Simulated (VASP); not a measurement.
A run of VASP 6.6.1 is set up as follows.

Contents of INCAR:

```
SYSTEM = Cu12C
  PREC = Accurate
  ENCUT = 520
  EDIFF = 1E-6
  ISMEAR = 0
  SIGMA = 0.1
  LREAL = .False.
  LASPH = .True.
  NELM = 100
  ALGO = Normal
  ISIF = 2
  LWAVE = .False.
  LCHARG = .False.
  LDIPOL = .True.
  IDIPOL = 3
  DIPOL = 0.5 0.5 0.322
  GGA = PE
  NBANDS = 80
```

Contents of KPOINTS:

```
Automatic mesh
0
Gamma
  6 6 1
  0 0 0
```

Contents of POSCAR:

```
Cu12C
1.0
    5.1332392722      0.0000000000      0.0000000000
   -2.5666196361      4.4455156134      0.0000000000
    0.0000000000      0.0000000000     19.6236279128
Cu C
12 1
Direct
    0.3333333333      0.1666666667      0.2038359073
    0.3333333333      0.6666666667      0.2038359073
    0.8333333333      0.1666666667      0.2038359073
    0.8333333333      0.6666666667      0.2038359073
    0.1666666667      0.3333333333      0.3089002473
    0.1666666667      0.8333333333      0.3089002473
    0.6666666667      0.3333333333      0.3089002473
    0.6666666667      0.8333333333      0.3089002473
    0.0000000000      0.0000000000      0.4139717665
    0.0000000000      0.5000000000      0.4139717665
    0.5000000000      0.0000000000      0.4139717665
    0.5000000000      0.5000000000      0.4139717665
    0.0833333333      0.3333333333      0.4787751547
```

Potentials or basis: VASP PAW PBE potentials, release 64 (Cu, C).

Run with:

```sh
$ cat potpaw_PBE.64/Cu/POTCAR potpaw_PBE.64/C/POTCAR > POTCAR
$ mpirun -np 1 vasp_std > vasp.out
```

Predict the largest force.

2.482 eV/Å.

Predict the band gap on the k mesh.

zero (band 68 reaches -0.78 eV, above the bottom of band 69 at -0.86 eV).

Forces in eV/Å, atoms in the order of the input:
```
Cu   0.030 -0.016 -0.072
Cu  -0.002  0.037 -0.082
Cu  -0.036 -0.020 -0.100
Cu   0.032 -0.001 -0.084
Cu   0.063 -0.004 -0.230
Cu  -0.081 -0.032 -0.050
Cu  -0.006  0.051 -0.007
Cu   0.020 -0.003  0.039
Cu  -0.023  0.172  0.819
Cu  -1.601  1.381 -1.299
Cu   0.026  0.041  0.218
Cu  -0.378 -0.188  0.733
C    1.956 -1.419  0.114
```
